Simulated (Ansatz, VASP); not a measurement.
# ZnSe in VASP and in Ansatz

INCAR

```
ALGO = Normal ; EDIFF = 1E-7
ENCUT = 520 ; ISIF = 2
ISMEAR = 0 ; LASPH = True
LCHARG = True ; LELF = True
LREAL = False ; LVHAR = True
LWAVE = False ; NBANDS = 16
NELM = 60 ; PREC = Accurate
SIGMA = 0.05
```

The input KPOINTS:

```
k-points
0
Gamma
  6 6 6
```

Contents of POSCAR:

```
ZnSe
1.0
    0.0000000000      2.9209304819      2.9209304819
    2.9209304819      0.0000000000      2.9209304819
    2.9209304819      2.9209304819      0.0000000000
Zn Se
1 1
Direct
    0.0000000000      0.0000000000      0.0000000000
    0.2500000000      0.2500000000      0.2500000000
```

Input for Ansatz:

```yaml
crystal:
  lattice:
    - [0.0, 2.9209304819, 2.9209304819]
    - [2.9209304819, 0.0, 2.9209304819]
    - [2.9209304819, 2.9209304819, 0.0]
  atoms:
    - { symbol: Zn, position: [0.0, 0.0, 0.0] }
    - { symbol: Se, position: [0.25, 0.25, 0.25] }
basis:
  ecutwfc: 420
kpoints:
  mp_grid: { grid: [6, 6, 6] }
hamiltonian:
  xc: lda
scf:
  occupations: { method: gaussian, width: 0.05 }
output:
  forces: true
  stress: true
  eigenvalues: true
```

Alike in both runs: task single point; functional LDA; k mesh 6 × 6 × 6; occupations gaussian, width 0.05 eV; no spin polarisation.

```csv
,VASP,Ansatz
version,VASP 6.6.1,Ansatz 0.2.0
potentials or method,"VASP PAW LDA potentials, release 64 (Zn, Se), cutoff 520 eV","scalar-relativistic, plane waves, PAW"
valence electrons in the cell,18,28
```

```tsv
	VASP	Ansatz	Ansatz less VASP
gap on the k mesh at the Fermi level (eV)	0.71	0.68	-0.032
least direct gap on the mesh (eV)	0.71	0.68	-0.032
pressure (GPa)	-7.2	-7.4	-0.20
```

LDA's correlation is that of Perdew and Zunger in VASP and of Perdew and Wang (1992) in Ansatz. VASP's potentials hold 18 valence electrons a cell and Ansatz's 28, so a difference there can come from the potentials and not from the codes.
